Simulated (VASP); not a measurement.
# ScW (P4/mmm) in VASP: notebook

The runs below take ScW through single point, with PBE.

All numbers are computed with VASP 6.6.1; they aren't measurements. Logs are shortened: lines on timing, memory, paths and dates and some standing lists are left out, and cuts for length are marked.

### Step 1. The cell of the first run

The structure is tetragonal, space group P4/mmm (No. 123). Conventional cell: a = 2.785 Å, b = 2.785 Å, c = 4.749 Å, α = 90.00°, β = 90.00°, γ = 90.00°. Within 3.7 Å of Sc (site symmetry 4/mmm) lie 4 Sc at 2.79 Å and 8 W at 3.08 Å. Within 3.7 Å of W (site symmetry 4/mmm) lie 4 W at 2.79 Å and 8 Sc at 3.08 Å.

### Step 2. Single point, PBE

INCAR reads:

```
SYSTEM = ScW
PREC     = Accurate       ! precision mode
ENCUT    = 500            ! plane-wave cutoff, eV
EDIFF    = 1E-6           ! SCF threshold, eV
ISMEAR   = 0              ! smearing method
SIGMA    = 0.2            ! smearing width, eV
LREAL    = .False.        ! projectors in reciprocal space
LASPH    = .True.         ! aspherical terms in the spheres
NELM     = 120            ! most SCF steps
ALGO     = Normal         ! electronic algorithm
ISIF     = 2              ! what is computed and relaxed
LWAVE    = .False.        ! write WAVECAR
LCHARG   = .False.        ! write CHGCAR
GGA      = PE             ! functional
NBANDS   = 20             ! bands
GGA_COMPAT= .False.
```

KPOINTS reads:

```
Automatic mesh
0
Gamma
  7 7 5
  0 0 0
```

POSCAR reads:

```
ScW
1.0
    2.7852519505      0.0000000000      0.0000000000
    0.0000000000      2.7852519505      0.0000000000
    0.0000000000      0.0000000000      4.7489846060
Sc W
1 1
Direct
    0.0000000000      0.0000000000      0.0000000000
    0.5000000000      0.5000000000      0.5000000000
```

Potentials or basis: VASP PAW PBE potentials, release 64 (Sc_sv, W_sv).

Command:

```
cat potpaw_PBE.64/Sc_sv/POTCAR potpaw_PBE.64/W_sv/POTCAR > POTCAR
mpirun -np 1 vasp_std > vasp.out
```

OUTCAR:

```text
SYSTEM = ScW
   PREC = Accurate
   ENCUT = 500
   EDIFF = 1E-6
   ISMEAR = 0
   LREAL = .False.
   LASPH = .True.
   NELM = 120
   ISIF = 2
   GGA = PE

 ion  position               nearest neighbor table
   1  0.000  0.000  0.000-   2 3.08   2 3.08   2 3.08   2 3.08   2 3.08   2 3.08   2 3.08   2 3.08

   2  0.500  0.500  0.500-   1 3.08   1 3.08   1 3.08   1 3.08   1 3.08   1 3.08   1 3.08   1 3.08

  LATTYP: Found a simple tetragonal cell.
 ALAT       =     2.7852519505
 C/A-ratio  =     1.7050466853

  Lattice vectors:

 A1 = (   2.7852519505,   0.0000000000,   0.0000000000)
 A2 = (   0.0000000000,   2.7852519505,   0.0000000000)
 A3 = (   0.0000000000,   0.0000000000,   4.7489846060)

Analysis of symmetry for initial positions (statically):
=====================================================================
 Subroutine PRICEL returns:
 Original cell was already a primitive cell.

 Routine SETGRP: Setting up the symmetry group for a
 simple tetragonal supercell.

 Subroutine GETGRP returns: Found 16 space group operations
 (whereof 16 operations were pure point group operations)
 out of a pool of 16 trial point group operations.

The static configuration has the point symmetry D_4h.

Analysis of symmetry for dynamics (positions and initial velocities):
=====================================================================
 Subroutine PRICEL returns:
 Original cell was already a primitive cell.

 Routine SETGRP: Setting up the symmetry group for a
 simple tetragonal supercell.

 Subroutine GETGRP returns: Found 16 space group operations
 (whereof 16 operations were pure point group operations)
 out of a pool of 16 trial point group operations.

The dynamic configuration has the point symmetry D_4h.

 Subroutine INISYM returns: Found 16 space group operations
 (whereof 16 operations are pure point group operations),
 and found     1 'primitive' translations

----------------------------------------------------------------------------------------

                                     Primitive cell

  volume of cell :      36.8409

  direct lattice vectors                    reciprocal lattice vectors
     2.785251951  0.000000000  0.000000000     0.359033947  0.000000000  0.000000000
     0.000000000  2.785251951  0.000000000     0.000000000  0.359033947  0.000000000
     0.000000000  0.000000000  4.748984606     0.000000000  0.000000000  0.210571329

  length of vectors
     2.785251951  2.785251951  4.748984606     0.359033947  0.359033947  0.210571329

  position of ions in fractional coordinates (direct lattice)
     0.000000000  0.000000000  0.000000000
     0.500000000  0.500000000  0.500000000

  ion indices of the primitive-cell ions
   primitive index   ion index
                 1           1
                 2           2

----------------------------------------------------------------------------------------

 KPOINTS: Automatic mesh

Automatic generation of k-mesh.
 Grid dimensions read from file:
 generate k-points for:    7    7    5

 Generating k-lattice:

  Cartesian coordinates                     Fractional coordinates (reciprocal lattice)
     0.051290564  0.000000000  0.000000000     0.142857143  0.000000000  0.000000000
     0.000000000  0.051290564  0.000000000     0.000000000  0.142857143  0.000000000
     0.000000000  0.000000000  0.042114266     0.000000000  0.000000000  0.200000000

  Length of vectors
     0.051290564  0.051290564  0.042114266

  Shift w.r.t. Gamma in fractional coordinates (k-lattice)
     0.000000000  0.000000000  0.000000000

 Subroutine IBZKPT returns following result:
 ===========================================

 Found     30 irreducible k-points:

 Following reciprocal coordinates:
            Coordinates               Weight
  0.000000  0.000000  0.000000      1.000000
  0.142857  0.000000  0.000000      4.000000
  0.285714  0.000000  0.000000      4.000000
  0.428571  0.000000  0.000000      4.000000
  0.142857  0.142857  0.000000      4.000000
  0.285714  0.142857  0.000000      8.000000
[... 16 lines left out ...]
  0.285714  0.000000  0.400000      8.000000
  0.428571  0.000000  0.400000      8.000000
 [... further k-points ...]
   k-points           NKPTS =     30   k-points in BZ     NKDIM =     30   number of bands    NBANDS=     20
   number of dos      NEDOS =    301   number of ions     NIONS =      2
   total plane-waves  NPLWV =  14400
   dimension x,y,z NGX =    20 NGY =   20 NGZ =   36
   dimension x,y,z NGXF=    40 NGYF=   40 NGZF=   72
   ions per type =               1   1
   NGX,Y,Z   is equivalent  to a cutoff of  11.94, 11.94, 12.60 a.u.
   NGXF,Y,Z  is equivalent  to a cutoff of  23.88, 23.88, 25.20 a.u.
 SYSTEM =  ScW
   PREC   = accura    normal or accurate (medium, high low for compatibility)
   ISTART =      0    job   : 0-new  1-cont  2-samecut
   ICHARG =      2    charge: 1-file 2-atom 10-const
   ISPIN  =      1    spin polarized calculation?
   LNONCOLLINEAR =      F non collinear calculations
   LSORBIT =      F    spin-orbit coupling
   LASPH  =      T    aspherical Exc in radial PAW
   ENCUT  =  500.0 eV  36.75 Ry    6.06 a.u.   5.08  5.08  8.66*2*pi/ulx,y,z
   NELM   =    120;   NELMIN=  2; NELMDL= -5     # of ELM steps
   EDIFF  = 0.1E-05   stopping-criterion for ELM
   LREAL  =      F    real-space projection
   EDIFFG = 0.1E-04   stopping-criterion for IOM
   NSW    =      0    number of steps for IOM
   IBRION =     -1    ionic relax: 0-MD 1-quasi-New 2-CG
   NFREE  =      0    steps in history (QN), initial steepest desc. (CG)
   ISIF   =      2    stress and relaxation
   ISYM   =      2    0-nonsym 1-usesym 2-fastsym
   POTIM  = 0.5000    time-step for ionic-motion
   TEBEG  =    0.0;   TEEND  =   0.0 temperature during run
   PSTRESS=    0.0 pullay stress
   NELECT =      25.0000    total number of electrons
   NUPDOWN=      -1.0000    fix difference up-down
   EMIN   =  10.00;   EMAX   =-10.00  energy-range for DOS
   EFERMI =   0.00;   METHOD = LEGACY
   ISMEAR =     0;   SIGMA  =   0.20  broadening in eV -4-tet -1-fermi 0-gaus
   EFERMI_NEDOS =   21; number of points for ismear=-14 and -15
   IALGO  =     38    algorithm
   IMIX   =      4    mixing-type and parameters
     AMIX     =   0.40;   BMIX     =  1.00
     AMIX_MAG =   1.60;   BMIX_MAG =  1.00
  volume/ion in A,a.u.               =      18.42       124.31
  Fermi-wavevector in a.u.,A,eV,Ry     =   1.438616  2.718590 28.158840  2.069616
  Thomas-Fermi vector in A             =   2.557563
   LORBIT       =      0    0 simple, 1 ext, 2 COOP (PROOUT), +10 PAW based schemes
   GGA     = PE    functional components
   LHFCALC =     F    Hartree Fock is set to
   AEXX    =    0.0000 exact exchange contribution
   IVDW    =     0    specifies the selected vdW correction
   LEPSILON=     F    determine dielectric tensor
   LRPA    =     F    only Hartree local field effects (RPA)
 non-spin polarized calculation
 Gauss-broadening in eV      SIGMA  =   0.20
  energy-cutoff  :      500.00
  volume of cell :       36.84
 maximum number of plane-waves:       952
   NGX = 11   NGY = 11   NGZ = 17

 number of electron      24.9999994 magnetization

 Free energy of the ion-electron system (eV)
  ---------------------------------------------------
  ext. energy  EPLUGINS =         0.00000000
  ---------------------------------------------------
  free energy    TOTEN  =       -18.53793325 eV

  energy without entropy =      -18.48807802  energy(sigma->0) =      -18.51300563

 E-fermi :   7.2779     XC(G=0): -11.9513

 val. band max:        7.2761082186   @ k =   0.2857   0.2857   0.2000
 cond. band min:       7.2931002027   @ k =   0.1429   0.1429   0.4000
 fundamental gap:      0.0169919841
 Fermi energy:         7.2779425287

 k-point     1 :       0.0000    0.0000    0.0000
  band No.  band energies     occupation
      1     -66.4288      2.00000
      2     -41.7083      2.00000
      3     -30.5750      2.00000
      4     -30.2690      2.00000
      5     -30.2690      2.00000
      6     -20.2284      2.00000
[... 12 lines left out ...]
     19      12.4168      0.00000
     20      12.4168      0.00000

 k-point     2 :       0.1429    0.0000    0.0000
  band No.  band energies     occupation
      1     -66.4198      2.00000
      2     -41.6848      2.00000
      3     -30.5580      2.00000
      4     -30.4165      2.00000
      5     -30.2566      2.00000
      6     -20.2106      2.00000
[... 12 lines left out ...]
     19      12.3086      0.00000
     20      13.3887      0.00000

 k-point     3 :       0.2857    0.0000    0.0000
  band No.  band energies     occupation
      1     -66.3996      2.00000
      2     -41.6316      2.00000
      3     -30.7375      2.00000
      4     -30.5198      2.00000
      5     -30.2285      2.00000
      6     -20.5220      2.00000
[... 12 lines left out ...]
     19      11.9792      0.00000
     20      15.4861      0.00000

 k-point     4 :       0.4286    0.0000    0.0000
  band No.  band energies     occupation
      1     -66.3834      2.00000
      2     -41.5884      2.00000
      3     -30.9853      2.00000
      4     -30.4888      2.00000
      5     -30.2058      2.00000
      6     -20.8142      2.00000
[... 12 lines left out ...]
     19      12.5824      0.00000
     20      14.8954      0.00000

 k-point     5 :       0.1429    0.1429    0.0000
  band No.  band energies     occupation
      1     -66.4109      2.00000
      2     -41.6615      2.00000
      3     -30.5414      2.00000
      4     -30.4081      2.00000
      5     -30.3979      2.00000
      6     -20.1922      2.00000
[... 12 lines left out ...]
     19      12.2233      0.00000
     20      14.1004      0.00000
[... 353 lines left out ...]
      6     -20.2573      2.00000
[... 12 lines left out ...]
     19      11.4383      0.00000
     20      12.1874      0.00000

 k-point    22 :       0.1429    0.0000    0.4000
  band No.  band energies     occupation
      1     -66.4198      2.00000
      2     -41.6856      2.00000
      3     -30.5527      2.00000
      4     -30.4170      2.00000
      5     -30.2564      2.00000
      6     -20.2322      2.00000
[... 12 lines left out ...]
     19      11.5538      0.00000
     20      11.9987      0.00000

 k-point    23 :       0.2857    0.0000    0.4000
  band No.  band energies     occupation
      1     -66.3996      2.00000
      2     -41.6318      2.00000
      3     -30.7395      2.00000
      4     -30.5189      2.00000
      5     -30.2284      2.00000
      6     -20.5147      2.00000
[... 12 lines left out ...]
     19      11.9039      0.00000
     20      12.0211      0.00000

 k-point    24 :       0.4286    0.0000    0.4000
  band No.  band energies     occupation
      1     -66.3834      2.00000
      2     -41.5881      2.00000
      3     -30.9884      2.00000
      4     -30.4917      2.00000
      5     -30.2058      2.00000
      6     -20.8023      2.00000
[... 12 lines left out ...]
     19      12.0184      0.00000
     20      12.5991      0.00000

 [... further k-points ...]
[... 5 lines left out ...]
  --------------------------------------------------------------------------------------
  -------------------------------------------------------------------------------------
  Total       -0.0848081     -0.0848081      0.1796448      0.0000000      0.0000000      0.0000000
  in kB       -3.6882326     -3.6882326      7.8125988      0.0000000      0.0000000      0.0000000
  external PRESSURE =       0.1453779 kB  Pullay stress =       0.0000000 kB

 VOLUME and BASIS-vectors are now :
 -----------------------------------------------------------------------------
  energy-cutoff  :      500.00
  volume of cell :       36.84
      direct lattice vectors                 reciprocal lattice vectors
     2.785251951  0.000000000  0.000000000     0.359033947  0.000000000  0.000000000
     0.000000000  2.785251951  0.000000000     0.000000000  0.359033947  0.000000000
     0.000000000  0.000000000  4.748984606     0.000000000  0.000000000  0.210571329

 POSITION                                       TOTAL-FORCE (eV/Angst)
 -----------------------------------------------------------------------------------
      0.00000      0.00000      0.00000         0.000000      0.000000      0.000000
      1.39263      1.39263      2.37449         0.000000      0.000000      0.000000
 -----------------------------------------------------------------------------------
    total drift:                               -0.000000      0.000000      0.000000

  FREE ENERGIE OF THE ION-ELECTRON SYSTEM (eV)
  ---------------------------------------------------
  free  energy   TOTEN  =       -18.5379332451 eV

  energy  without entropy=      -18.4880780229  energy(sigma->0) =      -18.51300563
```

Run time: 16 s. Hardware: 1 thread of Intel Xeon 8259CL, shared host; peak memory 0.15 GiB.

Results:

```
Free energy            : -18.5379 eV
Pressure               : 0.0 GPa
Band gap on the k mesh : zero (an odd number of electrons rules out a gap without spin polarisation)
```

Caveat: spin-orbit coupling is left out, which moves the levels of the heavy elements.

### Step 3. Single point, PBE

INCAR reads:

```
PREC = Accurate ; ENCUT = 500
EDIFF = 1E-6 ; ISMEAR = 0
SIGMA = 0.2 ; LREAL = F
LASPH = T ; NELM = 120
ALGO = Normal ; ISIF = 2
LWAVE = F ; LCHARG = F
GGA = PE ; NBANDS = 20
GGA_COMPAT = F
```

KPOINTS reads:

```
Automatic mesh
0
Gamma
  6 6 5
```

POSCAR reads:

```
ScW
1.0
    2.7671526525      0.0000000000      0.0000000000
    0.0000000000      2.7671526525      0.0000000000
    0.0000000000      0.0000000000      4.8070619308
Sc W
1 1
Direct
    0.5000000000      0.5000000000      0.5000000000
    0.0000000000      0.0000000000      0.0000000000
```

Potentials or basis: VASP PAW PBE potentials, release 64 (Sc_sv, W_sv).

Command:

```
cat potpaw_PBE.64/Sc_sv/POTCAR potpaw_PBE.64/W_sv/POTCAR > POTCAR
mpirun -np 1 vasp_std > vasp.out
```

It took 15 s on 1 thread of Intel Xeon 8259CL, shared host; peak memory 0.15 GiB.

It converged, with:

| Quantity | Value |
| --- | --- |
| Free energy | -18.6053 eV |
| Pressure | 0.2 GPa |
| Band gap on the k mesh | zero (an odd number of electrons rules out a gap without spin polarisation) |

Stress tensor (GPa, compression positive):
```
0.12 0.00 0.00
0.00 0.12 0.00
0.00 0.00 0.47
```

Levels at points of the mesh, in eV from the Fermi level:
```tsv
k point	band 8	band 9	band 10	band 11	band 12	band 13	band 14	band 15	band 16	band 17
(0.00, 0.00, 0.00)	-27.23	-7.19	-3.65	-3.07	0.15	0.86	1.55	1.65	1.65	4.25
(0.50, 0.00, 0.00)	-27.15	-3.43	-2.37	-1.32	-1.25	-0.55	0.63	1.40	2.97	3.02
(0.50, 0.50, 0.00)	-27.29	-4.18	-2.93	-2.51	-2.51	3.85	4.03	4.03	4.33	4.33
```

Caveat: the k points lie up to 0.38 Å⁻¹ apart, too coarse for converged energies and pressures of a metal; spin-orbit coupling is left out, which moves the levels of the heavy elements.

The gap in the log of VASP goes by the Fermi energy; the results here count the filled bands.